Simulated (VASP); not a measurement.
# NiGeO2F2 (C2/c) in VASP: single point with PBEsol

Aim: the single point of NiGeO2F2 with PBEsol.

Everything below comes from runs of VASP 6.6.1. Logs are shortened: lines on timing, memory, paths and dates and some standing lists are left out, and cuts for length are marked.

## 1. The cell of the first run

The structure is monoclinic, space group C2/c (No. 15). The conventional cell has a = 11.384 Å, b = 4.740 Å, c = 5.256 Å, α = 90.00°, β = 103.90°, γ = 90.00°. Within 2.5 Å of Ge (site symmetry 2) lie 4 O at 1.90 to 2.11 Å. Ni (site symmetry -1) has 2 O at 1.86 Å and 4 F at 1.89 Å within 2.5 Å. F (site symmetry 1) has 2 Ni at 1.89 Å and 5 O at 2.58 to 2.91 Å and 5 F at 2.67 to 3.16 Å and 2 Ge at 2.91 to 3.06 Å within 3.2 Å. Within 2.8 Å of O (site symmetry 1) lie 1 Ni at 1.86 Å and 2 Ge at 1.90 to 2.11 Å and 4 O at 2.48 to 2.78 Å and 4 F at 2.58 to 2.72 Å.

## 2. Single point, PBEsol, collinear spin, ferromagnetic start

The input, INCAR:

```
SYSTEM = NiGeO2F2
PREC = Accurate ; ENCUT = 600
EDIFF = 1E-6 ; ISMEAR = -1
SIGMA = 0.1 ; LREAL = .False.
LASPH = .True. ; NELM = 200
ALGO = Normal ; ISIF = 2
LWAVE = .False. ; LCHARG = .False.
ISPIN = 2 ; MAGMOM = 0 0 2 2 0 0 0 0 0 0 0 0
LORBIT = 11 ; LMAXMIX = 4
GGA = PS ; NBANDS = 66
ISYM = 0 ; GGA_COMPAT = .False.
KPAR = 4
```

The input, KPOINTS:

```
Automatic mesh
0
Gamma
  4 4 4
  0 0 0
```

The input, POSCAR:

```
NiGeO2F2
1.0
    0.0000000000      4.7403753100      0.0000000000
    5.6921288800     -2.3701876600      0.0000000000
    1.2623512700      0.0000000000     -5.1020888500
Ge Ni F O
2 2 4 4
Direct
    0.1849700000      0.0000000000      0.7500000000
    0.8150300000      0.0000000000      0.2500000000
    0.5000000000      0.5000000000      0.0000000000
    0.0000000000      0.5000000000      0.5000000000
    0.7438000000      0.3928000000      0.8171000000
    0.3510000000      0.6072000000      0.6829000000
    0.2562000000      0.6072000000      0.1829000000
    0.6490000000      0.3928000000      0.3171000000
    0.1858000000      0.1958000000      0.0325000000
    0.9900000000      0.8042000000      0.4675000000
    0.8142000000      0.8042000000      0.9675000000
    0.0100000000      0.1958000000      0.5325000000
```

Potentials or basis: VASP PAW PBE potentials, release 64 (Ge_d, Ni, F, O).

Run with:

```sh
$ cat potpaw_PBE.64/Ge_d/POTCAR potpaw_PBE.64/Ni/POTCAR potpaw_PBE.64/F/POTCAR potpaw_PBE.64/O/POTCAR > POTCAR
$ mpirun -np 4 vasp_std > vasp.out
```

OUTCAR:

```text
SYSTEM = NiGeO2F2
   PREC = Accurate
   ENCUT = 600
   EDIFF = 1E-6
   ISMEAR = -1
   LREAL = .False.
   LASPH = .True.
   NELM = 200
   ISIF = 2
   ISPIN = 2
   LORBIT = 11
   GGA = PS
   ISYM = 0

 ion  position               nearest neighbor table
   1  0.185  0.000  0.750-  11 1.90  12 1.90  10 2.11   9 2.11
   2  0.815  0.000  0.250-   9 1.90  10 1.90  12 2.11  11 2.11
   3  0.500  0.500  0.000-   9 1.86  11 1.86   5 1.89   7 1.89   6 1.89   8 1.89
   4  0.000  0.500  0.500-  10 1.86  12 1.86   6 1.89   8 1.89   7 1.89   5 1.89
   5  0.744  0.393  0.817-   3 1.89   4 1.89
   6  0.351  0.607  0.683-   4 1.89   3 1.89
   7  0.256  0.607  0.183-   3 1.89   4 1.89
   8  0.649  0.393  0.317-   4 1.89   3 1.89
   9  0.186  0.196  0.032-   3 1.86   2 1.90   1 2.11
  10  0.990  0.804  0.468-   4 1.86   2 1.90   1 2.11
  11  0.814  0.804  0.968-   3 1.86   1 1.90   2 2.11
  12  0.010  0.196  0.532-   4 1.86   1 1.90   2 2.11

IMPORTANT INFORMATION: All symmetrisations will be switched off!
NOSYMM: (Re-)initialisation of all symmetry stuff for point group C_1.

----------------------------------------------------------------------------------------

                                     Primitive cell

  volume of cell :     137.6688

  direct lattice vectors                    reciprocal lattice vectors
     0.000000000  4.740375310  0.000000000     0.087840597  0.210953761  0.021733391
     5.692128880 -2.370187660  0.000000000     0.175681194  0.000000000  0.043466781
     1.262351270  0.000000000 -5.102088850     0.000000000  0.000000000 -0.195998155

  length of vectors
     4.740375310  6.165883613  5.255933919     0.229542589  0.180978571  0.195998155

  position of ions in fractional coordinates (direct lattice)
     0.184970000  0.000000000  0.750000000
     0.815030000  0.000000000  0.250000000
     0.500000000  0.500000000  0.000000000
     1.000000000  0.500000000  0.500000000
     0.743800000  0.392800000  0.817100000
     0.351000000  0.607200000  0.682900000
     0.256200000  0.607200000  0.182900000
     0.649000000  0.392800000  0.317100000
     0.185800000  0.195800000  0.032500000
     0.990000000  0.804200000  0.467500000
     0.814200000  0.804200000  0.967500000
     0.010000000  0.195800000  0.532500000

  ion indices of the primitive-cell ions
   primitive index   ion index
                 1           1
                 2           2
                 3           3
                 4           4
                 5           5
                 6           6
                 7           7
                 8           8
                 9           9
                10          10
                11          11
                12          12

----------------------------------------------------------------------------------------

 KPOINTS: Automatic mesh

Automatic generation of k-mesh.
 Grid dimensions read from file:
 generate k-points for:    4    4    4

 Generating k-lattice:

  Cartesian coordinates                     Fractional coordinates (reciprocal lattice)
     0.021960149  0.052738440  0.005433348     0.250000000  0.000000000 -0.000000000
     0.043920299  0.000000000  0.010866695     0.000000000  0.250000000  0.000000000
     0.000000000  0.000000000 -0.048999539     0.000000000  0.000000000  0.250000000

  Length of vectors
     0.057385647  0.045244643  0.048999539

  Shift w.r.t. Gamma in fractional coordinates (k-lattice)
     0.000000000  0.000000000  0.000000000

 Subroutine IBZKPT returns following result:
 ===========================================

 Found     36 irreducible k-points:

 Following reciprocal coordinates:
            Coordinates               Weight
  0.000000  0.000000  0.000000      1.000000
  0.250000  0.000000 -0.000000      2.000000
  0.250000 -0.250000  0.000000      2.000000
  0.500000  0.000000 -0.000000      1.000000
  0.500000  0.500000 -0.000000      1.000000
  0.000000  0.250000 -0.000000      2.000000
[... 16 lines left out ...]
  0.000000  0.500000  0.250000      2.000000
  0.250000  0.500000  0.250000      2.000000
 [... further k-points ...]
   k-points           NKPTS =     36   k-points in BZ     NKDIM =     36   number of bands    NBANDS=     66
   number of dos      NEDOS =    301   number of ions     NIONS =     12
   total plane-waves  NPLWV =  84000
   dimension x,y,z NGX =    40 NGY =   50 NGZ =   42
   dimension x,y,z NGXF=    80 NGYF=  100 NGZF=   84
   ions per type =               2   2   4   4
   NGX,Y,Z   is equivalent  to a cutoff of  14.03, 13.48, 13.28 a.u.
   NGXF,Y,Z  is equivalent  to a cutoff of  28.06, 26.96, 26.57 a.u.
 SYSTEM =  NiGeO2F2
   PREC   = accura    normal or accurate (medium, high low for compatibility)
   ISTART =      0    job   : 0-new  1-cont  2-samecut
   ICHARG =      2    charge: 1-file 2-atom 10-const
   ISPIN  =      2    spin polarized calculation?
   LNONCOLLINEAR =      F non collinear calculations
   LSORBIT =      F    spin-orbit coupling
   LASPH  =      T    aspherical Exc in radial PAW
   ENCUT  =  600.0 eV  44.10 Ry    6.64 a.u.   9.47 12.31 10.50*2*pi/ulx,y,z
   NELM   =    200;   NELMIN=  2; NELMDL= -5     # of ELM steps
   EDIFF  = 0.1E-05   stopping-criterion for ELM
   LREAL  =      F    real-space projection
   EDIFFG = 0.1E-04   stopping-criterion for IOM
   NSW    =      0    number of steps for IOM
   IBRION =     -1    ionic relax: 0-MD 1-quasi-New 2-CG
   NFREE  =      0    steps in history (QN), initial steepest desc. (CG)
   ISIF   =      2    stress and relaxation
   ISYM   =      0    0-nonsym 1-usesym 2-fastsym
   POTIM  = 0.5000    time-step for ionic-motion
   TEBEG  =    0.0;   TEEND  =   0.0 temperature during run
   PSTRESS=    0.0 pullay stress
   NELECT =     100.0000    total number of electrons
   NUPDOWN=      -1.0000    fix difference up-down
   EMIN   =  10.00;   EMAX   =-10.00  energy-range for DOS
   EFERMI =   0.00;   METHOD = LEGACY
   ISMEAR =    -1;   SIGMA  =   0.10  broadening in eV -4-tet -1-fermi 0-gaus
   EFERMI_NEDOS =   21; number of points for ismear=-14 and -15
   IALGO  =     38    algorithm
   IMIX   =      4    mixing-type and parameters
     AMIX     =   0.40;   BMIX     =  1.00
     AMIX_MAG =   1.60;   BMIX_MAG =  1.00
  volume/ion in A,a.u.               =      11.47        77.42
  Fermi-wavevector in a.u.,A,eV,Ry     =   1.471622  2.780963 29.465756  2.165672
  Thomas-Fermi vector in A             =   2.586736
   LORBIT       =     11    0 simple, 1 ext, 2 COOP (PROOUT), +10 PAW based schemes
   GGA     = PS    functional components
   LHFCALC =     F    Hartree Fock is set to
   AEXX    =    0.0000 exact exchange contribution
   IVDW    =     0    specifies the selected vdW correction
   LEPSILON=     F    determine dielectric tensor
   LRPA    =     F    only Hartree local field effects (RPA)
 spin polarized calculation
  energy-cutoff  :      600.00
  volume of cell :      137.67
 maximum number of plane-waves:      4619
 NGX is ok and might be reduce to    40
   NGX = 19   NGY = 25   NGZ = 21

 number of electron     100.0000023 magnetization       1.5680332

 Free energy of the ion-electron system (eV)
  ---------------------------------------------------
  ext. energy  EPLUGINS =         0.00000000
  ---------------------------------------------------
  free energy    TOTEN  =       -65.99088674 eV

  energy without entropy =      -65.82646269  energy(sigma->0) =      -65.90867471

 E-fermi :   2.9172     XC(G=0): -10.9701

 val. band max:        2.9067630938   @ k =   0.0000   0.5000   0.5000
 cond. band min:       2.9174604975   @ k =   0.2500   0.5000   0.2500
 fundamental gap:      0.0106974038
 Fermi energy:         2.9171936463

 spin component 1

 k-point     1 :       0.0000    0.0000    0.0000
  band No.  band energies     occupation
      1     -21.1787      1.00000
      2     -21.1510      1.00000
      3     -21.1456      1.00000
      4     -21.0590      1.00000
      5     -21.0449      1.00000
      6     -21.0377      1.00000
[... 54 lines left out ...]
     61      11.4448      0.00000
     62      14.1193      0.00000

 k-point     2 :       0.2500    0.0000   -0.0000
  band No.  band energies     occupation
      1     -21.1787      1.00000
      2     -21.1501      1.00000
      3     -21.1461      1.00000
      4     -21.0594      1.00000
      5     -21.0443      1.00000
      6     -21.0379      1.00000
[... 1419 lines left out ...]
     61      12.8895      0.00000
     62      13.8779      0.00000

 k-point    24 :       0.2500    0.5000    0.2500
  band No.  band energies     occupation
      1     -21.1862      1.00000
      2     -21.1590      1.00000
      3     -21.1245      1.00000
      4     -21.0623      1.00000
      5     -21.0463      1.00000
      6     -21.0407      1.00000
[... 54 lines left out ...]
     61      13.0522      0.00000
     62      13.8439      0.00000

 [... further k-points ...]

 spin component 2

 k-point     1 :       0.0000    0.0000    0.0000
  band No.  band energies     occupation
      1     -21.1854      1.00000
      2     -21.1557      1.00000
      3     -21.1529      1.00000
      4     -21.0631      1.00000
      5     -21.0495      1.00000
      6     -21.0444      1.00000
[... 54 lines left out ...]
     61      11.5009      0.00000
     62      14.1179      0.00000

 k-point     2 :       0.2500    0.0000   -0.0000
  band No.  band energies     occupation
      1     -21.1854      1.00000
      2     -21.1549      1.00000
      3     -21.1533      1.00000
      4     -21.0635      1.00000
      5     -21.0488      1.00000
      6     -21.0445      1.00000
[... 1419 lines left out ...]
     61      12.9734      0.00000
     62      13.9391      0.00000

 k-point    24 :       0.2500    0.5000    0.2500
  band No.  band energies     occupation
      1     -21.1925      1.00000
      2     -21.1659      1.00000
      3     -21.1296      1.00000
      4     -21.0669      1.00000
      5     -21.0509      1.00000
      6     -21.0468      1.00000
[... 54 lines left out ...]
     61      13.1405      0.00000
     62      13.8609      0.00000

 [... further k-points ...]

 [bands above 62 left out]

------------------------ aborting loop because EDIFF is reached ----------------------------------------

  FORCE on cell =-STRESS in cart. coord.  units (eV):
  Direction    XX          YY          ZZ          XY          YZ          ZX
  --------------------------------------------------------------------------------------
  -------------------------------------------------------------------------------------
  Total       -6.4104769     -4.1260255     -1.4645242     -0.0003338      0.0001795      2.9045449
  in kB      -74.6045736    -48.0183262    -17.0440054     -0.0038849      0.0020895     33.8028411
  external PRESSURE =     -46.5556351 kB  Pullay stress =       0.0000000 kB

 VOLUME and BASIS-vectors are now :
 -----------------------------------------------------------------------------
  energy-cutoff  :      600.00
  volume of cell :      137.67
      direct lattice vectors                 reciprocal lattice vectors
     0.000000000  4.740375310  0.000000000     0.087840597  0.210953761  0.021733391
     5.692128880 -2.370187660  0.000000000     0.175681194  0.000000000  0.043466781
     1.262351270  0.000000000 -5.102088850     0.000000000  0.000000000 -0.195998155

 POSITION                                       TOTAL-FORCE (eV/Angst)
 -----------------------------------------------------------------------------------
      0.94676      0.87683     -3.82657         0.000578     -2.432648     -0.000188
      0.31559      3.86355     -1.27552        -0.000585      2.432567      0.000183
      2.84606      1.18509      0.00000        -0.000012     -0.000000      0.000000
      3.47724     -1.18509     -2.55104         0.000012     -0.000002      0.000000
      3.26734      2.59488     -4.16892        -0.392487      0.018803     -0.158651
      4.31832      0.22469     -3.48422         0.392708      0.018471      0.158846
      3.68714     -0.22469     -0.93317         0.392489     -0.018790      0.158652
      2.63616      2.14549     -1.61787        -0.392709     -0.018458     -0.158845
      1.15555      0.41668     -0.16582        -0.635218      0.222532      0.542316
      5.16776      2.78687     -2.38523         0.635094      0.222293     -0.542314
      5.79893      1.95351     -4.93627         0.635224     -0.222502     -0.542299
      1.78672     -0.41668     -2.71686        -0.635095     -0.222265      0.542302
 -----------------------------------------------------------------------------------
    total drift:                                0.000007     -0.000072     -0.000002

  FREE ENERGIE OF THE ION-ELECTRON SYSTEM (eV)
  ---------------------------------------------------
  free  energy   TOTEN  =       -65.9908867398 eV

  energy  without entropy=      -65.8264626898  energy(sigma->0) =      -65.90867471

 total charge

# of ion       s       p       d       tot
------------------------------------------
    1        1.151   0.832  10.164  12.148
    2        1.151   0.832  10.164  12.148
    3        0.411   0.639   8.167   9.217
    4        0.411   0.639   8.167   9.217
    5        1.737   4.313   0.000   6.050
    6        1.737   4.313   0.000   6.050
    7        1.737   4.313   0.000   6.050
    8        1.737   4.313   0.000   6.050
    9        1.569   3.384   0.000   4.953
   10        1.569   3.384   0.000   4.953
   11        1.569   3.384   0.000   4.953
   12        1.569   3.384   0.000   4.953
--------------------------------------------------
tot         16.346  33.730  36.664  86.739

 magnetization (x)

# of ion       s       p       d       tot
------------------------------------------
    1       -0.012  -0.008  -0.000  -0.021
    2       -0.012  -0.008  -0.000  -0.021
    3        0.003   0.003   0.684   0.690
    4        0.003   0.003   0.684   0.690
    5        0.005   0.059   0.000   0.063
    6        0.005   0.059   0.000   0.063
    7        0.005   0.059   0.000   0.063
    8        0.005   0.059   0.000   0.063
    9        0.001  -0.012   0.000  -0.010
   10        0.001  -0.012   0.000  -0.010
   11        0.001  -0.012   0.000  -0.010
   12        0.001  -0.012   0.000  -0.010
--------------------------------------------------
tot          0.006   0.177   1.368   1.551
```

Wall time 4.3 min (4 MPI ranks of AMD EPYC 7R13 (Zen 3), shared host); peak memory 0.7 GiB.

Results:

- Free energy: -65.9909 eV
- Pressure: -4.7 GPa
- Largest force: 2.433 eV/Å
- Net moment: 1.57 μB per cell
- Site moments: Ge -0.02; Ni +0.69; F +0.06; O -0.01 μB
- Valence electrons inside the program's atomic spheres: Ge 12.15; Ni 9.22; F 6.05; O 4.95

Forces on the atoms (eV/Å):
```
Ge   0.001 -2.433  0.000
Ge  -0.001  2.433  0.000
Ni   0.000  0.000  0.000
Ni   0.000  0.000  0.000
F   -0.392  0.019 -0.159
F    0.393  0.018  0.159
F    0.392 -0.019  0.159
F   -0.393 -0.018 -0.159
O   -0.635  0.223  0.542
O    0.635  0.222 -0.542
O    0.635 -0.223 -0.542
O   -0.635 -0.222  0.542
```

Stress tensor (GPa, compression positive):
```
-7.46  0.00  3.38
 0.00 -4.80  0.00
 3.38  0.00 -1.70
```

Levels at points of the mesh, in eV from the Fermi level:
Spin up:
```tsv
k point	band 47	band 48	band 49	band 50	band 51	band 52	band 53	band 54	band 55	band 56
(0.00, 0.00, 0.00)	-1.13	-1.04	-0.92	-0.70	-0.41	0.28	0.62	0.76	5.15	5.59
(0.50, 0.00, 0.00)	-1.22	-0.66	-0.48	-0.38	-0.37	0.38	0.70	0.84	5.51	6.31
(0.50, 0.50, 0.00)	-1.22	-0.66	-0.48	-0.38	-0.37	0.38	0.70	0.84	5.51	6.31
(0.00, 0.50, 0.00)	-1.28	-0.99	-0.80	-0.52	0.25	0.61	0.88	1.26	4.48	5.43
(0.00, 0.00, 0.50)	-0.75	-0.75	-0.69	-0.69	-0.42	-0.42	0.30	0.30	5.62	5.62
(0.50, 0.00, 0.50)	-1.18	-0.96	-0.83	-0.54	0.01	0.14	0.74	1.09	6.12	6.23
(0.50, 0.50, 0.50)	-1.18	-0.96	-0.83	-0.54	0.01	0.14	0.74	1.09	6.12	6.23
(0.00, 0.50, 0.50)	-0.87	-0.87	-0.51	-0.51	0.05	0.05	0.80	0.80	5.71	5.71
```
Spin down:
| k point | band 47 | band 48 | band 49 | band 50 | band 51 | band 52 |
| --- | --- | --- | --- | --- | --- | --- |
| (0.00, 0.00, 0.00) | -0.79 | -0.60 | -0.45 | 0.02 | 0.10 | 0.70 |
| (0.50, 0.00, 0.00) | -0.88 | -0.49 | -0.28 | 0.75 | 0.76 | 0.80 |
| (0.50, 0.50, 0.00) | -0.88 | -0.49 | -0.28 | 0.75 | 0.76 | 0.80 |
| (0.00, 0.50, 0.00) | -0.83 | -0.80 | -0.33 | 0.05 | 0.80 | 0.93 |
| (0.00, 0.00, 0.50) | -0.55 | -0.55 | -0.39 | -0.39 | 0.63 | 0.63 |
| (0.50, 0.00, 0.50) | -0.86 | -0.43 | -0.21 | 0.08 | 0.33 | 0.57 |
| (0.50, 0.50, 0.50) | -0.86 | -0.43 | -0.21 | 0.08 | 0.33 | 0.57 |
| (0.00, 0.50, 0.50) | -0.63 | -0.63 | -0.01 | -0.01 | 0.74 | 0.74 |

Caveat: the k points lie up to 0.36 Å⁻¹ apart; the PAW data sets were made with another functional, which shifts forces and pressure a little; semilocal functionals often make such compounds metallic where correlation or magnetic order opens a gap, which also shifts bond lengths. With open d or f shells a metallic result of PBEsol can be an artefact of self-interaction; +U or a hybrid may open a gap.
